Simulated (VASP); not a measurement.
AlRu:

```
Al Ru
1.0
     2.99160    0.00000    0.00000
     0.00000    2.99160    0.00000
     0.00000    0.00000    2.99160
Al Ru
1 1
Direct
  0.00000 0.00000 0.00000
  0.50000 0.50000 0.50000
```

Program: VASP 6.6.1. Alike in all runs: task single point; potentials or basis VASP PAW PBE potentials, release 64 (Al, Ru_pv); no spin polarisation; cell as given; k mesh 9 × 9 × 9; cutoff (eV) 520; smearing methfessel-paxton 0.15 eV.

Order these runs on this cell by their pressure, lowest first.
A. level revPBE
B. level PBEsol
C. level PBE

B (-3.3 GPa), C (2.4 GPa), A (5.0 GPa).

Caveats: the PAW data sets were made with another functional, which shifts forces and pressure a little (some runs).
